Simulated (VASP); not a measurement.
# Sb (P2_1/m) in VASP: notebook

The runs below take Sb through single point, with LDA.

All numbers are computed with VASP 6.6.1; they aren't measurements. Logs are shortened: lines on timing, memory, paths and dates and some standing lists are left out, and cuts for length are marked.

### Step 1. The cell of the first run

The structure is monoclinic, space group P2_1/m (No. 11). The conventional cell has a = 4.587 Å, b = 4.479 Å, c = 6.585 Å, α = 90.00°, β = 101.72°, γ = 90.00°. Within 3.9 Å of Sb (site symmetry m) lie 7 Sb at 2.96 to 3.80 Å. Sb (site symmetry m) has 7 Sb at 2.96 to 3.79 Å within 3.9 Å.

### Step 2. Single point, LDA

Contents of INCAR:

```
SYSTEM = Sb
PREC = Accurate
ENCUT = 520
EDIFF = 1E-6
ISMEAR = -1
SIGMA = 0.05
LREAL = .False.
LASPH = .True.
NELM = 100
ALGO = Normal
ISIF = 2
LWAVE = .False.
LCHARG = .False.
NBANDS = 18
```

Contents of KPOINTS:

```
regular mesh
0
Gamma
  6 6 4
  0 0 0
```

Contents of POSCAR:

```
Sb
1.0
    4.5872818327      0.0000000000      0.0000000000
    0.0000000000      4.4792790402      0.0000000000
   -1.3378962428      0.0000000000      6.4480990254
Sb
4
Direct
    0.3399300000      0.2500000000      0.6836700000
    0.9366380000      0.7500000000      0.7627580000
    0.0633620000      0.2500000000      0.2372420000
    0.6600700000      0.7500000000      0.3163300000
```

Potentials or basis: VASP PAW LDA potentials, release 64 (Sb).

On the command line:

```
$ cat potpaw_LDA.64/Sb/POTCAR > POTCAR
$ mpirun -np 1 vasp_std > vasp.out
```

OUTCAR:

```text
SYSTEM = Sb
   PREC = Accurate
   ENCUT = 520
   EDIFF = 1E-6
   ISMEAR = -1
   LREAL = .False.
   LASPH = .True.
   NELM = 100
   ISIF = 2

 ion  position               nearest neighbor table
   1  0.340  0.250  0.684-   3 2.96   2 3.02   2 3.02   2 3.49   2 3.49
   2  0.937  0.750  0.763-   4 2.96   1 3.02   1 3.02   1 3.49   1 3.49
   3  0.063  0.250  0.237-   1 2.96   4 3.02   4 3.02   4 3.49   4 3.49
   4  0.660  0.750  0.316-   2 2.96   3 3.02   3 3.02   3 3.49   3 3.49

  LATTYP: Found a simple monoclinic cell.
 ALAT       =     4.5872818327
 B/A-ratio  =     0.9764560373
 C/A-ratio  =     1.4355853266
 COS(beta)  =    -0.2031599047

  Lattice vectors:

 A1 = (   4.5872818327,   0.0000000000,   0.0000000000)
 A2 = (   0.0000000000,   4.4792790402,   0.0000000000)
 A3 = (  -1.3378962428,   0.0000000000,   6.4480990254)

Analysis of symmetry for initial positions (statically):
=====================================================================
 Subroutine PRICEL returns:
 Original cell was already a primitive cell.

 Routine SETGRP: Setting up the symmetry group for a
 simple monoclinic supercell.

 Subroutine GETGRP returns: Found  4 space group operations
 (whereof  2 operations were pure point group operations)
 out of a pool of  4 trial point group operations.

The static configuration has the point symmetry S_2 .
 The point group associated with its full space group is C_2h.

Analysis of symmetry for dynamics (positions and initial velocities):
=====================================================================
 Subroutine PRICEL returns:
 Original cell was already a primitive cell.

 Routine SETGRP: Setting up the symmetry group for a
 simple monoclinic supercell.

 Subroutine GETGRP returns: Found  4 space group operations
 (whereof  2 operations were pure point group operations)
 out of a pool of  4 trial point group operations.

The dynamic configuration has the point symmetry S_2 .
 The point group associated with its full space group is C_2h.

 Subroutine INISYM returns: Found  4 space group operations
 (whereof  2 operations are pure point group operations),
 and found     1 'primitive' translations

----------------------------------------------------------------------------------------

                                     Primitive cell

  volume of cell :     132.4937

  direct lattice vectors                    reciprocal lattice vectors
     4.587281833  0.000000000  0.000000000     0.217994018  0.000000000  0.045230909
     0.000000000  4.479279040  0.000000000     0.000000000  0.223250213  0.000000000
    -1.337896243  0.000000000  6.448099025     0.000000000  0.000000000  0.155084467

  length of vectors
     4.587281833  4.479279040  6.585434488     0.222636985  0.223250213  0.155084467

  position of ions in fractional coordinates (direct lattice)
     0.339930000  0.250000000  0.683670000
     0.936638000  0.750000000  0.762758000
     0.063362000  0.250000000  0.237242000
     0.660070000  0.750000000  0.316330000

  ion indices of the primitive-cell ions
   primitive index   ion index
                 1           1
                 2           2
                 3           3
                 4           4

----------------------------------------------------------------------------------------

 KPOINTS: regular mesh

Automatic generation of k-mesh.
 Grid dimensions read from file:
 generate k-points for:    6    6    4

 Generating k-lattice:

  Cartesian coordinates                     Fractional coordinates (reciprocal lattice)
     0.036332336  0.000000000  0.007538485     0.166666667  0.000000000  0.000000000
     0.000000000  0.037208369  0.000000000     0.000000000  0.166666667  0.000000000
     0.000000000  0.000000000  0.038771117     0.000000000  0.000000000  0.250000000

  Length of vectors
     0.037106164  0.037208369  0.038771117

  Shift w.r.t. Gamma in fractional coordinates (k-lattice)
     0.000000000  0.000000000  0.000000000

 Subroutine IBZKPT returns following result:
 ===========================================

 Found     56 irreducible k-points:

 Following reciprocal coordinates:
            Coordinates               Weight
  0.000000  0.000000  0.000000      1.000000
  0.166667  0.000000 -0.000000      2.000000
  0.333333  0.000000  0.000000      2.000000
  0.500000  0.000000 -0.000000      1.000000
  0.000000  0.166667  0.000000      2.000000
  0.166667  0.166667 -0.000000      4.000000
[... 16 lines left out ...]
  0.000000  0.166667  0.250000      4.000000
  0.166667  0.166667  0.250000      4.000000
 [... further k-points ...]
   k-points           NKPTS =     56   k-points in BZ     NKDIM =     56   number of bands    NBANDS=     18
   number of dos      NEDOS =    301   number of ions     NIONS =      4
   total plane-waves  NPLWV =  64800
   dimension x,y,z NGX =    36 NGY =   36 NGZ =   50
   dimension x,y,z NGXF=    72 NGYF=   72 NGZF=  100
   ions per type =               4
   NGX,Y,Z   is equivalent  to a cutoff of  13.05, 13.36, 12.62 a.u.
   NGXF,Y,Z  is equivalent  to a cutoff of  26.09, 26.72, 25.24 a.u.
 SYSTEM =  Sb
   PREC   = accura    normal or accurate (medium, high low for compatibility)
   ISTART =      0    job   : 0-new  1-cont  2-samecut
   ICHARG =      2    charge: 1-file 2-atom 10-const
   ISPIN  =      1    spin polarized calculation?
   LNONCOLLINEAR =      F non collinear calculations
   LSORBIT =      F    spin-orbit coupling
   LASPH  =      T    aspherical Exc in radial PAW
   ENCUT  =  520.0 eV  38.22 Ry    6.18 a.u.   8.53  8.33 12.24*2*pi/ulx,y,z
   NELM   =    100;   NELMIN=  2; NELMDL= -5     # of ELM steps
   EDIFF  = 0.1E-05   stopping-criterion for ELM
   LREAL  =      F    real-space projection
   EDIFFG = 0.1E-04   stopping-criterion for IOM
   NSW    =      0    number of steps for IOM
   IBRION =     -1    ionic relax: 0-MD 1-quasi-New 2-CG
   NFREE  =      0    steps in history (QN), initial steepest desc. (CG)
   ISIF   =      2    stress and relaxation
   ISYM   =      2    0-nonsym 1-usesym 2-fastsym
   POTIM  = 0.5000    time-step for ionic-motion
   TEBEG  =    0.0;   TEEND  =   0.0 temperature during run
   PSTRESS=    0.0 pullay stress
   NELECT =      20.0000    total number of electrons
   NUPDOWN=      -1.0000    fix difference up-down
   EMIN   =  10.00;   EMAX   =-10.00  energy-range for DOS
   EFERMI =   0.00;   METHOD = LEGACY
   ISMEAR =    -1;   SIGMA  =   0.05  broadening in eV -4-tet -1-fermi 0-gaus
   EFERMI_NEDOS =   21; number of points for ismear=-14 and -15
   IALGO  =     38    algorithm
   IMIX   =      4    mixing-type and parameters
     AMIX     =   0.40;   BMIX     =  1.00
     AMIX_MAG =   1.60;   BMIX_MAG =  1.00
  volume/ion in A,a.u.               =      33.12       223.53
  Fermi-wavevector in a.u.,A,eV,Ry     =   0.871672  1.647221 10.337870  0.759812
  Thomas-Fermi vector in A             =   1.990813
   LORBIT       =      0    0 simple, 1 ext, 2 COOP (PROOUT), +10 PAW based schemes
   GGA     = CA    functional components
   LHFCALC =     F    Hartree Fock is set to
   AEXX    =    0.0000 exact exchange contribution
   IVDW    =     0    specifies the selected vdW correction
   LEPSILON=     F    determine dielectric tensor
   LRPA    =     F    only Hartree local field effects (RPA)
 non-spin polarized calculation
  energy-cutoff  :      520.00
  volume of cell :      132.49
 maximum number of plane-waves:      3596
 NGX is ok and might be reduce to    36
   NGX = 17   NGY = 17   NGZ = 25

 number of electron      20.0000000 magnetization

 Free energy of the ion-electron system (eV)
  ---------------------------------------------------
  ext. energy  EPLUGINS =         0.00000000
  ---------------------------------------------------
  free energy    TOTEN  =       -18.53945091 eV

  energy without entropy =      -18.52909393  energy(sigma->0) =      -18.53427242

 E-fermi :   5.8125     XC(G=0):  -9.3440

 val. band max:        5.7670156405   @ k =   0.5000   0.0000   0.2500
 cond. band min:       5.8186646995   @ k =  -0.1667   0.0000   0.2500
 fundamental gap:      0.0516490590
 Fermi energy:         5.8125141605

 k-point     1 :       0.0000    0.0000    0.0000
  band No.  band energies     occupation
      1      -6.1258      2.00000
      2      -3.8569      2.00000
      3      -1.5596      2.00000
      4      -0.5707      2.00000
      5       1.7136      2.00000
      6       2.5814      2.00000
[... 10 lines left out ...]
     17       9.7203      0.00000
     18      11.2544      0.00000

 k-point     2 :       0.1667    0.0000   -0.0000
  band No.  band energies     occupation
      1      -5.9584      2.00000
      2      -3.7356      2.00000
      3      -2.0789      2.00000
      4      -0.7402      2.00000
      5       1.5733      2.00000
      6       2.7823      2.00000
[... 10 lines left out ...]
     17       9.8243      0.00000
     18      11.3370      0.00000

 k-point     3 :       0.3333    0.0000    0.0000
  band No.  band energies     occupation
      1      -5.4949      2.00000
      2      -3.4972      2.00000
      3      -2.9912      2.00000
      4      -1.3350      2.00000
      5       1.8446      2.00000
      6       3.3412      2.00000
[... 10 lines left out ...]
     17      11.2343      0.00000
     18      11.7060      0.00000

 k-point     4 :       0.5000    0.0000   -0.0000
  band No.  band energies     occupation
      1      -5.0783      2.00000
      2      -3.8566      2.00000
      3      -2.9998      2.00000
      4      -1.7647      2.00000
      5       2.2924      2.00000
      6       3.6349      2.00000
[... 375 lines left out ...]
      4      -0.5774      2.00000
      5       1.7883      2.00000
      6       2.8895      2.00000
[... 10 lines left out ...]
     17      10.3039      0.00000
     18      11.3217      0.00000

 k-point    23 :       0.0000    0.1667    0.2500
  band No.  band energies     occupation
      1      -5.8042      2.00000
      2      -4.0501      2.00000
      3      -2.1057      2.00000
      4      -0.5867      2.00000
      5       2.1184      2.00000
      6       2.9725      2.00000
[... 10 lines left out ...]
     17       9.9179      0.00000
     18      11.0544      0.00000

 k-point    24 :       0.1667    0.1667    0.2500
  band No.  band energies     occupation
      1      -5.6048      2.00000
      2      -4.0005      2.00000
      3      -2.4208      2.00000
      4      -0.7656      2.00000
      5       2.2213      2.00000
      6       2.6091      2.00000
[... 10 lines left out ...]
     17      10.3319      0.00000
     18      11.2766      0.00000

 [... further k-points ...]
[... 5 lines left out ...]
  --------------------------------------------------------------------------------------
  -------------------------------------------------------------------------------------
  Total       -3.8784660     -4.5526959     -3.4167675      0.0000000      0.0000000      0.2661865
  in kB      -46.9002686    -55.0533795    -41.3171896      0.0000000      0.0000000      3.2188547
  external PRESSURE =     -47.7569459 kB  Pullay stress =       0.0000000 kB

 VOLUME and BASIS-vectors are now :
 -----------------------------------------------------------------------------
  energy-cutoff  :      520.00
  volume of cell :      132.49
      direct lattice vectors                 reciprocal lattice vectors
     4.587281833  0.000000000  0.000000000     0.217994018  0.000000000  0.045230909
     0.000000000  4.479279040  0.000000000     0.000000000  0.223250213  0.000000000
    -1.337896243  0.000000000  6.448099025     0.000000000  0.000000000  0.155084467

 POSITION                                       TOTAL-FORCE (eV/Angst)
 -----------------------------------------------------------------------------------
      0.64468      1.11982      4.40837        -0.303960      0.000000     -0.078955
      3.27613      3.35946      4.91834         0.247241      0.000000     -0.309602
     -0.02675      1.11982      1.52976        -0.247241     -0.000000      0.309602
      2.60471      3.35946      2.03973         0.303960      0.000000      0.078955
 -----------------------------------------------------------------------------------
    total drift:                               -0.000000      0.000000      0.000000

  FREE ENERGIE OF THE ION-ELECTRON SYSTEM (eV)
  ---------------------------------------------------
  free  energy   TOTEN  =       -18.5394509072 eV

  energy  without entropy=      -18.5290939318  energy(sigma->0) =      -18.53427242
```

Run time: 29 s. Hardware: 1 thread of Intel Xeon 6975P-C (Granite Rapids), shared host; peak memory 0.25 GiB.

What came out:

```
Free energy            : -18.5395 eV
Pressure               : -4.8 GPa
Largest force          : 0.396 eV/Å
Band gap on the k mesh : zero (band 10 reaches 5.96 eV, above the bottom of band 11 at 5.56 eV)
```

Forces on the atoms (eV/Å):
```
Sb  -0.304  0.000 -0.079
Sb   0.247  0.000 -0.310
Sb  -0.247  0.000  0.310
Sb   0.304  0.000  0.079
```

Stress tensor (GPa, compression positive):
```
-4.69  0.00  0.32
 0.00 -5.51  0.00
 0.32  0.00 -4.13
```

Caveat: spin-orbit coupling is left out, which moves the levels of the heavy elements.

[end of part 1 of 3]
